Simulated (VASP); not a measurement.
Crystal: Ti2Te.

```xyz
6
Lattice="5.1922 0.0000 0.0000 0.0000 5.1922 0.0000 0.0000 0.0000 5.1922" Properties=species:S:1:pos:R:3 pbc="T T T"
Ti    1.2980    1.2980    1.2980
Ti    1.2980    3.8941    3.8941
Ti    3.8941    3.8941    1.2980
Ti    3.8941    1.2980    3.8941
Te    0.0000    0.0000    0.0000
Te    2.5961    2.5961    2.5961
```

- Program: VASP 6.6.1
- Task: relaxation of cell and atoms
- Functional: PBE
- Potentials or basis: VASP PAW PBE potentials, release 64 (Ti_sv, Te)
- Cutoff: 600 eV
- k mesh: 4 × 4 × 4
- Occupations: gaussian, width 0.1 eV
- Spin: no spin polarisation

At the start: pressure 34.5 GPa; volume 23.33 Å³/atom.

Task: How do energy, volume and symmetry change on relaxing?

Result: Over 3 steps the energy falls by 833.1 meV/atom and the volume is 34.00 Å³/atom (+45.8 %); space group Pn-3m (No. 224, to 0.1 Å) before and after.

Step by step:
| step | energy change (eV) | largest force (eV/Å) | pressure (GPa) | volume (Å³) |
| --- | --- | --- | --- | --- |
| 1 | 0.0000 | 0.0000 | 34.50 | 139.97 |
| 2 | -3.3508 | 0.0000 | -6.37 | 268.38 |
| 3 | -4.9988 | 0.0000 | -0.06 | 204.02 |

Final structure:
```xyz
6
Lattice="5.8869 0.0000 0.0000 0.0000 5.8869 0.0000 0.0000 0.0000 5.8869" Properties=species:S:1:pos:R:3 pbc="T T T"
Ti    1.4717    1.4717    1.4717
Ti    1.4717    4.4152    4.4152
Ti    4.4152    4.4152    1.4717
Ti    4.4152    1.4717    4.4152
Te    0.0000    0.0000    0.0000
Te    2.9435    2.9435    2.9435
```

Caveat: the volume moved by over 15 % at a fixed basis, so the end points are rough.
